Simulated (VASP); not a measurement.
# SrTl (R-3m) in VASP: further runs

The runs below take SrTl through electric field gradients, with LDA.

Program: VASP 6.6.1. These are calculated values, not measurements. Logs are shortened: lines on timing, memory, paths and dates and some standing lists are left out, and cuts for length are marked.

## Step 1: The cell of the first run

Symmetry: R-3m, No. 166, trigonal system. The conventional cell has a = 5.731 Å, b = 5.731 Å, c = 6.914 Å, α = 90.00°, β = 90.00°, γ = 120.00°. Sr (site symmetry -3m) has 8 Tl at 3.46 to 3.50 Å and 6 Sr at 4.03 Å within 4.5 Å. Within 4.5 Å of Tl (site symmetry -3m) lie 8 Sr at 3.46 to 3.50 Å and 6 Tl at 4.03 Å.

## Step 2: Electric field gradients, LDA (equal xy, yz and zx shear strains of -1 %)

Contents of INCAR:

```
  ALGO = Normal
  EDIFF = 1E-8
  ENCUT = 520
  ISIF = 2
  ISMEAR = -1
  LASPH = T
  LCHARG = F
  LEFG = T
  LREAL = F
  LWAVE = F
  NBANDS = 18
  NELM = 100
  PREC = Accurate
  SIGMA = 0.05
```

Contents of KPOINTS:

```
k-points
0
Gamma
  8 8 8
```

Contents of POSCAR:

```
SrTl
1.0
    4.0320000000     -0.0201600000     -0.0201600000
   -0.0201600000      4.0320000000     -0.0201600000
   -0.0201600000     -0.0201600000      4.0320000000
Sr Tl
1 1
Direct
    0.0000000000      0.0000000000      0.0000000000
    0.5000000000      0.5000000000      0.5000000000
```

Potentials or basis: VASP PAW LDA potentials, release 64 (Sr_sv, Tl_d).

Run with:

```bash
cat potpaw_LDA.64/Sr_sv/POTCAR potpaw_LDA.64/Tl_d/POTCAR > POTCAR
mpirun -np 1 vasp_std > vasp.out
```

OUTCAR:

```text
EDIFF = 1E-8
   ENCUT = 520
   ISIF = 2
   ISMEAR = -1
   LASPH = T
   LREAL = F
   NELM = 100
   PREC = Accurate

 ion  position               nearest neighbor table
   1  0.000  0.000  0.000-   2 3.46   2 3.46   2 3.50   2 3.50   2 3.50   2 3.50   2 3.50   2 3.50

   2  0.500  0.500  0.500-   1 3.46   1 3.46   1 3.50   1 3.50   1 3.50   1 3.50   1 3.50   1 3.50

  LATTYP: Found a trigonal (rhomboedric) cell.
 ALAT       =     4.0321007987
 COS(alpha) =    -0.0099745013

  Lattice vectors:

 A1 = (   4.0320000000,  -0.0201600000,  -0.0201600000)
 A2 = (  -0.0201600000,   4.0320000000,  -0.0201600000)
 A3 = (  -0.0201600000,  -0.0201600000,   4.0320000000)

Analysis of symmetry for initial positions (statically):
=====================================================================
 Subroutine PRICEL returns:
 Original cell was already a primitive cell.

 Routine SETGRP: Setting up the symmetry group for a
 trigonal (rhombohedral) supercell.

 Subroutine GETGRP returns: Found 12 space group operations
 (whereof 12 operations were pure point group operations)
 out of a pool of 12 trial point group operations.

The static configuration has the point symmetry D_3d.

Analysis of symmetry for dynamics (positions and initial velocities):
=====================================================================
 Subroutine PRICEL returns:
 Original cell was already a primitive cell.

 Routine SETGRP: Setting up the symmetry group for a
 trigonal (rhombohedral) supercell.

 Subroutine GETGRP returns: Found 12 space group operations
 (whereof 12 operations were pure point group operations)
 out of a pool of 12 trial point group operations.

The dynamic configuration has the point symmetry D_3d.

 Subroutine INISYM returns: Found 12 space group operations
 (whereof 12 operations are pure point group operations),
 and found     1 'primitive' translations

----------------------------------------------------------------------------------------

                                     Primitive cell

  volume of cell :      65.5434

  direct lattice vectors                    reciprocal lattice vectors
     4.032000000 -0.020160000 -0.020160000     0.248028337  0.001246374  0.001246374
    -0.020160000  4.032000000 -0.020160000     0.001246374  0.248028337  0.001246374
    -0.020160000 -0.020160000  4.032000000     0.001246374  0.001246374  0.248028337

  length of vectors
     4.032100799  4.032100799  4.032100799     0.248034600  0.248034600  0.248034600

  position of ions in fractional coordinates (direct lattice)
     0.000000000  0.000000000  0.000000000
     0.500000000  0.500000000  0.500000000

  ion indices of the primitive-cell ions
   primitive index   ion index
                 1           1
                 2           2

----------------------------------------------------------------------------------------

 KPOINTS: k-points

Automatic generation of k-mesh.
 Grid dimensions read from file:
 generate k-points for:    8    8    8

 Generating k-lattice:

  Cartesian coordinates                     Fractional coordinates (reciprocal lattice)
     0.031003542  0.000155797  0.000155797     0.125000000 -0.000000000  0.000000000
     0.000155797  0.031003542  0.000155797    -0.000000000  0.125000000  0.000000000
     0.000155797  0.000155797  0.031003542     0.000000000  0.000000000  0.125000000

  Length of vectors
     0.031004325  0.031004325  0.031004325

  Shift w.r.t. Gamma in fractional coordinates (k-lattice)
     0.000000000  0.000000000  0.000000000

 Subroutine IBZKPT returns following result:
 ===========================================

 Found     65 irreducible k-points:

 Following reciprocal coordinates:
            Coordinates               Weight
  0.000000  0.000000  0.000000      1.000000
  0.125000 -0.000000  0.000000      6.000000
  0.250000 -0.000000  0.000000      6.000000
  0.375000  0.000000  0.000000      6.000000
  0.500000 -0.000000  0.000000      3.000000
  0.125000  0.125000 -0.000000      6.000000
[... 16 lines left out ...]
  0.250000  0.125000  0.125000      6.000000
  0.375000  0.125000  0.125000      6.000000
 [... further k-points ...]
   k-points           NKPTS =     65   k-points in BZ     NKDIM =     65   number of bands    NBANDS=     18
   number of dos      NEDOS =    301   number of ions     NIONS =      2
   total plane-waves  NPLWV =  27000
   dimension x,y,z NGX =    30 NGY =   30 NGZ =   30
   dimension x,y,z NGXF=    60 NGYF=   60 NGZF=   60
   ions per type =               1   1
   NGX,Y,Z   is equivalent  to a cutoff of  12.37, 12.37, 12.37 a.u.
   NGXF,Y,Z  is equivalent  to a cutoff of  24.74, 24.74, 24.74 a.u.
 SYSTEM =  unknown system
   PREC   = accura    normal or accurate (medium, high low for compatibility)
   ISTART =      0    job   : 0-new  1-cont  2-samecut
   ICHARG =      2    charge: 1-file 2-atom 10-const
   ISPIN  =      1    spin polarized calculation?
   LNONCOLLINEAR =      F non collinear calculations
   LSORBIT =      F    spin-orbit coupling
   LASPH  =      T    aspherical Exc in radial PAW
   ENCUT  =  520.0 eV  38.22 Ry    6.18 a.u.   7.50  7.50  7.50*2*pi/ulx,y,z
   NELM   =    100;   NELMIN=  2; NELMDL= -5     # of ELM steps
   EDIFF  = 0.1E-07   stopping-criterion for ELM
   LREAL  =      F    real-space projection
   EDIFFG = 0.1E-06   stopping-criterion for IOM
   NSW    =      0    number of steps for IOM
   IBRION =     -1    ionic relax: 0-MD 1-quasi-New 2-CG
   NFREE  =      0    steps in history (QN), initial steepest desc. (CG)
   ISIF   =      2    stress and relaxation
   ISYM   =      2    0-nonsym 1-usesym 2-fastsym
   POTIM  = 0.5000    time-step for ionic-motion
   TEBEG  =    0.0;   TEEND  =   0.0 temperature during run
   PSTRESS=    0.0 pullay stress
   NELECT =      23.0000    total number of electrons
   NUPDOWN=      -1.0000    fix difference up-down
   EMIN   =  10.00;   EMAX   =-10.00  energy-range for DOS
   EFERMI =   0.00;   METHOD = LEGACY
   ISMEAR =    -1;   SIGMA  =   0.05  broadening in eV -4-tet -1-fermi 0-gaus
   EFERMI_NEDOS =   21; number of points for ismear=-14 and -15
   IALGO  =     38    algorithm
   IMIX   =      4    mixing-type and parameters
     AMIX     =   0.40;   BMIX     =  1.00
     AMIX_MAG =   1.60;   BMIX_MAG =  1.00
  volume/ion in A,a.u.               =      32.77       221.15
  Fermi-wavevector in a.u.,A,eV,Ry     =   1.154714  2.182093 18.141528  1.333365
  Thomas-Fermi vector in A             =   2.291348
   LORBIT       =      0    0 simple, 1 ext, 2 COOP (PROOUT), +10 PAW based schemes
   GGA     = CA    functional components
   LHFCALC =     F    Hartree Fock is set to
   AEXX    =    0.0000 exact exchange contribution
   IVDW    =     0    specifies the selected vdW correction
   LEPSILON=     F    determine dielectric tensor
   LRPA    =     F    only Hartree local field effects (RPA)
 non-spin polarized calculation
  energy-cutoff  :      520.00
  volume of cell :       65.54
 maximum number of plane-waves:      1787
 NGX is ok and might be reduce to    30
   NGX = 15   NGY = 15   NGZ = 15

 number of electron      23.0000007 magnetization

 Free energy of the ion-electron system (eV)
  ---------------------------------------------------
  ext. energy  EPLUGINS =         0.00000000
  ---------------------------------------------------
  free energy    TOTEN  =        -5.86860714 eV

  energy without entropy =       -5.85489020  energy(sigma->0) =       -5.86174867

 E-fermi :   4.2191     XC(G=0):  -9.5912

 val. band max:        4.1894517408   @ k =  -0.2500   0.2500   0.2500
 cond. band min:       4.2453537024   @ k =  -0.2500  -0.3750   0.1250
 fundamental gap:      0.0559019615
 Fermi energy:         4.2190998917

 k-point     1 :       0.0000    0.0000    0.0000
  band No.  band energies     occupation
      1     -31.3859      2.00000
      2     -13.4396      2.00000
      3     -13.4345      2.00000
      4     -13.4345      2.00000
      5      -7.2151      2.00000
      6      -7.2151      2.00000
[... 10 lines left out ...]
     17       9.2579      0.00000
     18       9.2602      0.00000
[... 463 lines left out ...]
 k-point    24 :       0.3750    0.1250    0.1250
  band No.  band energies     occupation
      1     -31.3727      2.00000
      2     -13.6264      2.00000
      3     -13.4537      2.00000
      4     -13.4502      2.00000
      5      -7.1681      2.00000
      6      -7.1421      2.00000
[... 10 lines left out ...]
     17      10.0903      0.00000
     18      11.4498      0.00000

 [... further k-points ...]

------------------------ aborting loop because EDIFF is reached ----------------------------------------

  FORCE on cell =-STRESS in cart. coord.  units (eV):
  Direction    XX          YY          ZZ          XY          YZ          ZX
  --------------------------------------------------------------------------------------
  -------------------------------------------------------------------------------------
  Total       -0.7215108     -0.7215108     -0.7215108      0.0880507      0.0880507      0.0880507
  in kB      -17.6369925    -17.6369925    -17.6369925      2.1523574      2.1523574      2.1523574
  external PRESSURE =     -17.6369925 kB  Pullay stress =       0.0000000 kB

 VOLUME and BASIS-vectors are now :
 -----------------------------------------------------------------------------
  energy-cutoff  :      520.00
  volume of cell :       65.54
      direct lattice vectors                 reciprocal lattice vectors
     4.032000000 -0.020160000 -0.020160000     0.248028337  0.001246374  0.001246374
    -0.020160000  4.032000000 -0.020160000     0.001246374  0.248028337  0.001246374
    -0.020160000 -0.020160000  4.032000000     0.001246374  0.001246374  0.248028337

 POSITION                                       TOTAL-FORCE (eV/Angst)
 -----------------------------------------------------------------------------------
      0.00000      0.00000      0.00000        -0.000000     -0.000000      0.000000
      1.99584      1.99584      1.99584         0.000000      0.000000      0.000000
 -----------------------------------------------------------------------------------
    total drift:                                0.000000      0.000000      0.000000

  FREE ENERGIE OF THE ION-ELECTRON SYSTEM (eV)
  ---------------------------------------------------
  free  energy   TOTEN  =        -5.8686071368 eV

  energy  without entropy=       -5.8548902025  energy(sigma->0) =       -5.86174867

 Electric field gradients (V/A^2)
---------------------------------------------------------------------
 ion       V_xx      V_yy      V_zz      V_xy      V_xz      V_yz
---------------------------------------------------------------------
   1       0.000    -0.000     0.000    -0.796    -0.796    -0.796
   2       0.000    -0.000     0.000    -1.597    -1.597    -1.597
---------------------------------------------------------------------

 Electric field gradients after diagonalization (V/A^2)
 (convention: |V_zz| > |V_xx| > |V_yy|)
----------------------------------------------------------------------
 ion       V_xx      V_yy      V_zz     asymmetry (V_yy - V_xx)/ V_zz
----------------------------------------------------------------------
   1       0.796     0.796    -1.591       0.000
   2       1.597     1.597    -3.193       0.000
----------------------------------------------------------------------

           NMR quadrupolar parameters

 Cq : quadrupolar parameter    Cq=e*Q*V_zz/h
 eta: asymmetry parameters     (V_yy - V_xx)/ V_zz
 Q  : nuclear electric quadrupole moment in mb (millibarn)
----------------------------------------------------------------------
 ion       Cq(MHz)       eta       Q (mb)
----------------------------------------------------------------------
   1      -0.004       0.000       1.000
   2      -0.008       0.000       1.000
----------------------------------------------------------------------
```

Wall time 86 s (1 thread of Intel Xeon 8259CL, shared host); peak memory 0.21 GiB.

Results:

* Free energy: -5.8686 eV
* Pressure: -1.8 GPa
* Band gap on the k mesh: zero (an odd number of electrons rules out a gap without spin polarisation)
* Largest electric field gradient by atom: Sr -1.6; Tl -3.2 V/Å²

Electric field gradients, principal values (V/Å²):
```
atom  least  middle  greatest (by size)
1 Sr  0.796   0.796              -1.591
2 Tl  1.597   1.597              -3.193
```

Caveat: the cell differs from its parent crystal (equal xy, yz and zx shear strains of -1 %); without QUAD_EFG the Cq values of the log hold for a quadrupole moment of 1 mb, not for the nuclei; spin-orbit coupling is left out, which moves the levels of the heavy elements.

[end of part 1 of 2]
